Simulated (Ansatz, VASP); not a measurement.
HfO2 in VASP and in Ansatz

Contents of INCAR:

```
SYSTEM = HfO2
PREC     = Accurate       ! precision mode
ENCUT    = 520            ! plane-wave cutoff, eV
EDIFF    = 1E-6           ! SCF threshold, eV
ISMEAR   = 0              ! smearing method
SIGMA    = 0.05           ! smearing width, eV
LREAL    = .False.        ! projectors in reciprocal space
LASPH    = .True.         ! aspherical terms in the spheres
NELM     = 60             ! most SCF steps
ALGO     = Normal         ! electronic algorithm
ISIF     = 2              ! what is computed and relaxed
LWAVE    = .False.        ! write WAVECAR
LCHARG   = .True.         ! write CHGCAR
GGA      = PE             ! functional
LELF     = .True.         ! ELF
LVHAR    = .True.       
NBANDS   = 18             ! bands
```

File KPOINTS:

```
Automatic mesh
0
Gamma
  8 8 8
  0 0 0
```

File POSCAR:

```
HfO2
1.0
    1.0000140832      3.1429014044      3.1429014044
    3.1429014044      1.0000140832      3.1429014044
    3.1429014044      3.1429014044      1.0000140832
Hf O
1 2
Direct
    0.0000000000      0.0000000000      0.0000000000
    0.2500000000      0.2500000000      0.2500000000
    0.7500000000      0.7500000000      0.7500000000
```

Input for Ansatz:

```yaml
crystal:
  lattice:
    - [1.0000140832, 3.1429014044, 3.1429014044]
    - [3.1429014044, 1.0000140832, 3.1429014044]
    - [3.1429014044, 3.1429014044, 1.0000140832]
  atoms:
    - { symbol: Hf, position: [0.0, 0.0, 0.0] }
    - { symbol: O, position: [0.25, 0.25, 0.25] }
    - { symbol: O, position: [0.75, 0.75, 0.75] }
basis:
  ecutwfc: 420
kpoints:
  mp_grid: { grid: [8, 8, 8] }
hamiltonian:
  xc: pbe
scf:
  occupations: { method: gaussian, width: 0.05 }
output:
  forces: true
  stress: true
  eigenvalues: true
```

Alike in both runs: task single point; functional PBE; k mesh 8 × 8 × 8; occupations gaussian, width 0.05 eV; no spin polarisation.

```csv
,VASP,Ansatz
version,VASP 6.6.1,Ansatz 0.2.0
potentials or method,"VASP PAW PBE potentials, release 64 (Hf_pv, O), cutoff 520 eV","scalar-relativistic, plane waves, PAW"
valence electrons in the cell,22,38
```

Ansatz gave:

```
gap on the k mesh at the Fermi level (eV) : 3.43
least direct gap on the mesh (eV)         : 4.07
rms of the force components (eV/Å)        : 0.034
```

Question: Estimate VASP's values.

Answer: gap on the k mesh at the Fermi level (eV): 3.50; least direct gap on the mesh (eV): 4.14; rms of the force components (eV/Å): 0.148.

Atom by atom the forces differ by 0.114 eV/Å (rms over components). VASP's potentials hold 22 valence electrons a cell and Ansatz's 38, so a difference there can come from the potentials and not from the codes.

Neither program's run includes spin-orbit coupling.
